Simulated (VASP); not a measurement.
Set up this calculation in VASP 6.6.1, as the native input.

| Property | Result |
| --- | --- |
| Task | single point |
| Functional | LDA |
| Potentials or basis | VASP PAW LDA potentials, release 64 (In_d, Ag) |
| Cutoff | 520 eV |
| k mesh | 5 × 5 × 5 |
| Occupations | fermi-dirac, width 0.15 eV |
| Spin | no spin polarisation |
| Dipole correction | no |
| Further INCAR settings | ALGO = Normal; EDIFF = 1e-06; NBANDS = 19 |

The structure of InAg lies in POSCAR:

```
InAg
1.0
    3.4647890000      0.0000000000      0.0000000000
    0.0000000000      3.4647890000      0.0000000000
    0.0000000000      0.0000000000      3.4647890000
In Ag
1 1
Direct
    0.5000000000      0.5000000000      0.5000000000
    0.0000000000      0.0000000000      0.0000000000
```

One way to write it, as run:

INCAR

```
ALGO = Normal ; EDIFF = 1E-6
ENCUT = 520 ; ISIF = 2
ISMEAR = -1 ; LASPH = T
LCHARG = F ; LREAL = F
LWAVE = F ; NBANDS = 19
NELM = 60 ; PREC = Accurate
SIGMA = 0.15
```

KPOINTS

```
k-points
0
Gamma
  5 5 5
```

Potentials or basis: VASP PAW LDA potentials, release 64 (In_d, Ag).

Run with:

```sh
$ cat potpaw_LDA.64/In_d/POTCAR potpaw_LDA.64/Ag/POTCAR > POTCAR
$ mpirun -np 1 vasp_std > vasp.out
```

It gave:

The pressure is -4.5 GPa. The band gap on the k mesh is zero (band 12 reaches 11.40 eV, above the bottom of band 13 at 7.74 eV).

Caveat: the k points lie up to 0.36 Å⁻¹ apart; spin-orbit coupling is left out, which moves the levels of the heavy elements.

Run time: 8.2 s on 1 thread of Intel(R) Xeon(R) Platinum 8259CL CPU @ 2.50GHz (Skylake/Cascade Lake), on a shared host, peak memory 0.14 GiB.
